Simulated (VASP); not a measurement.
# C: single point with r2SCAN

Crystal: C.

```
C
1.0
     0.00000    1.78340    1.81015
     1.78340    0.00000    1.81015
     1.78340    1.78340    0.00000
C
2
Direct
  0.50000 0.50000 0.50000
  0.75000 0.75000 0.75000
```

This cell differs from its parent crystal: strain +0.000 along x and y, +0.015 along z.

```json
{
 "Program": "VASP 6.6.1",
 "Task": "single point",
 "Functional": "r2SCAN",
 "Potentials or basis": "VASP PAW PBE potentials, release 64 (C)",
 "Cutoff": "520 eV",
 "k mesh": "12 × 12 × 12",
 "Occupations": "gaussian, width 0.05 eV",
 "Spin": "no spin polarisation"
}
```

| Quantity | Value |
| --- | --- |
| Pressure | -7.8 GPa |
| Band gap on the k mesh | 4.11 eV (least direct gap 5.65 eV) |

Stress tensor (GPa, compression positive):
```
 -2.92   0.00   0.00
  0.00  -2.92   0.00
  0.00   0.00 -17.55
```

Levels at points of the mesh, in eV from the valence-band top:
| k point | band 1 | band 2 | band 3 | band 4 | band 5 | band 6 | band 7 | band 8 |
| --- | --- | --- | --- | --- | --- | --- | --- | --- |
| (0.00, 0.00, 0.00) | -22.57 | -0.24 | 0.00 | 0.00 | 5.65 | 5.65 | 5.85 | 13.38 |
| (0.50, 0.00, 0.00) | -16.71 | -13.95 | -3.15 | -2.88 | 8.46 | 8.80 | 9.05 | 16.47 |
| (0.50, 0.50, 0.00) | -13.71 | -13.71 | -6.49 | -6.49 | 5.13 | 5.13 | 17.50 | 17.50 |
| (0.50, 0.00, 0.50) | -13.48 | -13.48 | -6.72 | -6.72 | 4.77 | 4.77 | 17.58 | 17.58 |

Run time: 62 s on 1 thread of Intel Xeon 8259CL, with other jobs on the host, peak memory 0.13 GiB.

Caveat: the cell differs from its parent crystal (strain +0.000 along x and y, +0.015 along z); the cell stands under tension; the PAW data sets were made with another functional, which shifts forces and pressure a little. A k mesh can miss the band edges.
